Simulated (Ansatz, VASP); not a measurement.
# One calculation of AlN, two programs

```
Al N
1.0
     0.00000    1.93461    1.93461
     1.93461    0.00000    1.93461
     1.93461    1.93461    0.00000
Al N
1 1
Direct
  0.00000 0.00000 0.00000
  0.50000 0.50000 0.50000
```

Change from the starting cell: volume scaled by 0.88, PAW files.

Alike in both runs: task single point; functional r2SCAN; k mesh 15 × 15 × 15; occupations fermi-dirac, width 0.05 eV; no spin polarisation.

|  | VASP | Ansatz |
| --- | --- | --- |
| version | VASP 6.6.1 | Ansatz 0.2.0 |
| potentials or method | VASP PAW PBE potentials, release 64 (Al, N) | PAW with Ansatz's default frozen-core files, scalar-relativistic |
| plane-wave cutoff (eV) | 520 | 500 |
| valence electrons in the cell | 8 | 8 |

```csv
,VASP,Ansatz,Ansatz less VASP
gap on the k mesh at the Fermi level (eV),5.77,5.81,+0.039
pressure (GPa),44.4,45.3,+0.84
```

VASP's potentials were made for PBE, not for r2SCAN. Both programs put the cell under a high pressure, so it lies far from rest at this level. The functional is the same, so the differences come from potentials, cutoffs and numerics.
